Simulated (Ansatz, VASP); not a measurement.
## One calculation of GeCN2, two programs

```
Ge C N
1.0
     1.72269    0.99459    4.85882
    -1.72269    0.99459    4.85882
     0.00000   -1.98919    4.85882
Ge C N
1 1 2
Direct
  0.00000 0.00000 0.00000
  0.50000 0.50000 0.50000
  0.41552 0.41552 0.41552
  0.58448 0.58448 0.58448
```

Alike in both runs: functional LDA; k mesh 9 × 9 × 9; occupations gaussian, width 0.02 eV; no spin polarisation.

Ansatz relaxed the structure, and its values are those at the end. VASP's run is a single point on that final structure, the one shown.

```csv
,VASP,Ansatz
version,VASP 6.6.1,Ansatz 0.2.0
potentials or method,"VASP PAW LDA potentials, release 64 (Ge_d, C, N), cutoff 520 eV","scalar-relativistic, plane waves, PAW"
valence electrons in the cell,28,28
```

```tsv
	VASP	Ansatz	Ansatz less VASP
gap on the k mesh at the Fermi level (eV)	0.79	0.82	+0.031
least direct gap on the mesh (eV)	1.44	1.49	+0.046
pressure (GPa)	0.3	0.0	-0.31
rms of the force components (eV/Å)	0.062	0.000	-0.0618
```

LDA's correlation is that of Perdew and Zunger in VASP and of Perdew and Wang (1992) in Ansatz.

Noted on VASP's run: the standard files for N, O and F lose accuracy on very short bonds.
